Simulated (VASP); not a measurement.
A run of VASP 6.6.1 is set up as follows.

The input INCAR:

```
SYSTEM = Ti
PREC = Accurate
ENCUT = 520
EDIFF = 1E-6
ISMEAR = 0
SIGMA = 0.15
LREAL = .FALSE.
LASPH = .TRUE.
NELM = 100
ALGO = Fast
ISIF = 2
LWAVE = .FALSE.
LCHARG = .FALSE.
GGA = PS
NBANDS = 25
```

File KPOINTS:

```
regular mesh
0
G
  12 12 14
  0 0 0
```

The input POSCAR:

```
Ti
1.0
    4.3795000000      0.0000000000      0.0000000000
   -2.1897500000      3.7927582559      0.0000000000
    0.0000000000      0.0000000000      3.1341000000
Ti
3
Direct
    0.0000000000      0.0000000000      0.0000000000
    0.3333333333      0.6666666667      0.5000000000
    0.6666666667      0.3333333333      0.5000000000
```

Potentials or basis: VASP PAW PBE potentials, release 64 (Ti_sv).

The run is started by

```bash
$ cat potpaw_PBE.64/Ti_sv/POTCAR > POTCAR
$ mpirun -np 1 vasp_std > vasp.out
```

Question: Predict the pressure.

Answer: -5.5 GPa.

Question: Predict the band gap on the k mesh.

Answer: Zero (band 18 reaches 8.42 eV, above the bottom of band 19 at 7.93 eV).

Stress tensor (GPa, compression positive):
```
  0.86   0.00   0.00
  0.00   0.86   0.00
  0.00   0.00 -18.11
```

Caveat: the PAW data sets were made with another functional, which shifts forces and pressure a little.
